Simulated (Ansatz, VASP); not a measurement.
This is a calculation of ZrB2 for VASP 6.6.1.

File INCAR:

```
ALGO = Normal
EDIFF = 1E-6
ENCUT = 520
GGA = PE
ISIF = 2
ISMEAR = -1
LASPH = True
LCHARG = True
LELF = True
LREAL = False
LVHAR = True
LWAVE = False
NBANDS = 16
NELM = 100
PREC = Accurate
SIGMA = 0.05
```

KPOINTS

```
k-points
0
Gamma
  6 6 4
```

Contents of POSCAR:

```
ZrB2
1.0
    3.1700000000      0.0000000000      0.0000000000
   -1.5850000000      2.7453005300      0.0000000000
    0.0000000000      0.0000000000      3.5330000000
Zr B
1 2
Direct
    0.0000000000      0.0000000000      0.0000000000
    0.6666666667      0.3333333333      0.5000000000
    0.3333333333      0.6666666667      0.5000000000
```

Potentials or basis: VASP PAW PBE potentials, release 64 (Zr_sv, B).

Run with:

```sh
$ cat potpaw_PBE.64/Zr_sv/POTCAR potpaw_PBE.64/B/POTCAR > POTCAR
$ mpirun -np 1 vasp_std > vasp.out
```

Q: Translate it to Ansatz 0.2.0. Potentials there: Ansatz PAW.

A: As run (the cutoff follows the program's own potentials):

The input input.yaml:

```yaml
crystal:
  lattice:
    - [3.17, 0.0, 0.0]
    - [-1.585, 2.74530053, 0.0]
    - [0.0, 0.0, 3.533]
  atoms:
    - { symbol: Zr, position: [0.0, 0.0, 0.0] }
    - { symbol: B, position: [0.6666666667, 0.3333333333, 0.5] }
    - { symbol: B, position: [0.3333333333, 0.6666666667, 0.5] }
hamiltonian:
  xc: pbe
  pseudopotentials: { kind: paw }
kpoints:
  mp_grid: { grid: [6, 6, 4] }
scf:
  occupations: { method: fermi_dirac, width: 0.05 }
output:
  forces: true
  stress: true
  eigenvalues: true
```

Potentials or basis: Ansatz PAW.

Command:

```console
$ ansatz run input.yaml --threads 2 --pin off --max-ram 5632MiB --backend cpu --events-out ev --progress --plain --runs-dir out
```

Both were run:

|  | VASP | Ansatz | Ansatz less VASP |
| --- | --- | --- | --- |
| gap on the k mesh at the Fermi level (eV) | none | none | - |
| pressure (GPa) | 1.1 | 1.0 | -0.14 |
| traceless stress, the component that is largest in VASP (GPa) | -1.03 | -1.07 | -0.043 |

A gap of «none» marks a metal or a gap that the smearing closes. With one functional, cell and mesh, what is left measures potentials, basis and numerics.

The k mesh is coarse, so the values compare programs but aren't converged.
